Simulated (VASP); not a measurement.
The system is ZrTl2.

```
Zr Tl
1.0
     4.27011    0.00000    0.00000
    -2.13506    3.69803    0.00000
     0.00000    0.00000    4.62352
Zr Tl
1 2
Direct
  0.00000 0.00000 0.00000
  0.33333 0.66667 0.50000
  0.66667 0.33333 0.50000
```

```yaml
Program: VASP 6.6.1
Task: relaxation of cell and atoms
Functional: PBEsol
Potentials_or_basis: VASP PAW PBE potentials, release 64 (Zr_sv, Tl_d)
Cutoff: 600 eV
k_mesh: 8 × 8 × 8
Occupations: gaussian, width 0.05 eV
Spin: no spin polarisation
```

At the start: pressure 12.5 GPa; volume 24.34 Å³/atom.

Where does the relaxation end?

Over 19 steps the energy falls by 848.4 meV/atom and the volume is 23.48 Å³/atom (-3.5 %); space group P6/mmm (No. 191, to 0.1 Å) before and after.

The path:
```tsv
step	energy change (eV)	largest force (eV/Å)	pressure (GPa)	volume (Å³)
1	0.0000	0.0000	12.55	73.01
2	-1.0459	0.0000	-9.18	92.70
3	-1.2505	0.0000	-6.19	84.98
4	-1.8352	0.0000	-2.53	75.78
5	-2.1439	0.0000	3.77	68.38
6	-0.8584	0.0000	40.84	53.55
7	-2.1758	0.0000	5.62	66.87
8	-2.2029	0.0000	8.51	64.68
9	-2.3892	0.0000	8.35	64.30
10	-2.3877	0.0000	8.82	64.12
11	-2.5297	0.0000	2.27	68.41
12	-2.5427	0.0000	-0.39	70.72
13	-2.5431	0.0000	-0.04	70.38
14	-2.5431	0.0000	0.09	70.25
15	-2.5438	0.0000	0.10	70.27
16	-2.5451	0.0000	0.10	70.33
17	-2.5452	0.0000	0.10	70.35
18	-2.5452	0.0000	0.10	70.34
19	-2.5452	0.0000	0.01	70.45
```

Final structure:
```cif
data_structure
_symmetry_space_group_name_H-M 'P 1'
_symmetry_Int_Tables_number 1
_cell_length_a 5.1288
_cell_length_b 5.1288
_cell_length_c 3.0924
_cell_angle_alpha 90.000
_cell_angle_beta 90.000
_cell_angle_gamma 120.000
_cell_volume 70.45
loop_
_atom_site_label
_atom_site_type_symbol
_atom_site_fract_x
_atom_site_fract_y
_atom_site_fract_z
_atom_site_occupancy
Zr1 Zr 0.00000 0.00000 0.00000 1
Tl1 Tl 0.33333 0.66667 0.50000 1
Tl2 Tl 0.66667 0.33333 0.50000 1
```

Caveat: a cell axis changed by over 15 % at a fixed basis, so the end point is rough; the PAW data sets were made with another functional, which shifts forces and pressure a little.
